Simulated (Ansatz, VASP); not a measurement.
# Ti in VASP and in Ansatz

```
Ti
1.0
     0.00000    2.06981    2.06981
     2.06981    0.00000    2.06981
     2.06981    2.06981    0.00000
Ti
1
Direct
  0.00000 0.00000 0.00000
```

Alike in both runs: task single point; functional PBE; k mesh 14 × 14 × 14; occupations gaussian, width 0.05 eV; no spin polarisation.

|  | VASP | Ansatz |
| --- | --- | --- |
| version | VASP 6.6.1 | Ansatz 0.2.0 |
| potentials or method | VASP PAW PBE potentials, release 64 (Ti_sv), cutoff 520 eV | scalar-relativistic, plane waves, PAW |
| valence electrons in the cell | 12 | 12 |

|  | VASP | Ansatz | Ansatz less VASP |
| --- | --- | --- | --- |
| gap on the k mesh at the Fermi level (eV) | none | none | - |
| pressure (GPa) | -2.3 | -2.1 | +0.21 |

A gap of «none» marks a metal or a gap that the smearing closes.
